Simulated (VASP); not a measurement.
Input of a VASP 6.6.1 run:

File POSCAR:

```
Mg
1.0
   -1.8204910598      1.8204910598      1.7028109027
    1.8204910598     -1.8204910598      1.7028109027
    1.8204910598      1.8204910598     -1.7028109027
Mg
1
Direct
    0.0000000000      0.0000000000      0.0000000000
```

File INCAR.step1:

```
SYSTEM = Mg
PREC     = Accurate       ! precision mode
ENCUT    = 520            ! plane-wave cutoff, eV
ISMEAR   = 0              ! smearing method
SIGMA    = 0.15           ! smearing width, eV
LREAL    = .FALSE.        ! projectors in reciprocal space
LASPH    = .TRUE.         ! aspherical terms in the spheres
NELM     = 100            ! most SCF steps
NBANDS   = 7              ! bands
GGA      = PE             ! functional
ALGO     = Normal         ! electronic algorithm
EDIFF    = 1E-4           ! SCF threshold, eV
LWAVE    = .TRUE.         ! write WAVECAR
LCHARG   = .FALSE.        ! write CHGCAR
```

File INCAR.step2:

```
SYSTEM = Mg
PREC     = Accurate       ! precision mode
ENCUT    = 520            ! plane-wave cutoff, eV
EDIFF    = 1E-6           ! SCF threshold, eV
ISMEAR   = 0              ! smearing method
SIGMA    = 0.15           ! smearing width, eV
LREAL    = .FALSE.        ! projectors in reciprocal space
LASPH    = .TRUE.         ! aspherical terms in the spheres
NELM     = 100            ! most SCF steps
ALGO     = Normal         ! electronic algorithm
ISIF     = 2              ! what is computed and relaxed
LWAVE    = .FALSE.        ! write WAVECAR
LCHARG   = .FALSE.        ! write CHGCAR
METAGGA  = R2SCAN         ! meta-GGA
LMIXTAU  = .TRUE.       
NBANDS   = 7              ! bands
ISTART   = 1
```

File KPOINTS:

```
regular mesh
0
G
  24 24 24
  0 0 0
```

Potentials or basis: VASP PAW PBE potentials, release 64 (Mg).

Launch:

```sh
$ cat potpaw_PBE.64/Mg/POTCAR > POTCAR
$ cp INCAR.step1 INCAR
$ mpirun -np 1 vasp_std > vasp.out
$ cp INCAR.step2 INCAR
$ mpirun -np 1 vasp_std > vasp.out
```

**Question.** Estimate the band gap on the k mesh.

**Answer.** Zero (band 1 reaches 6.39 eV, above the bottom of band 2 at 1.57 eV).

**Question.** Predict the pressure.

**Answer.** -0.3 GPa.

Stress tensor (GPa, compression positive):
```
-0.39  0.00  0.00
 0.00 -0.39  0.00
 0.00  0.00 -0.17
```

Caveat: the PAW data sets were made with another functional, which shifts forces and pressure a little.
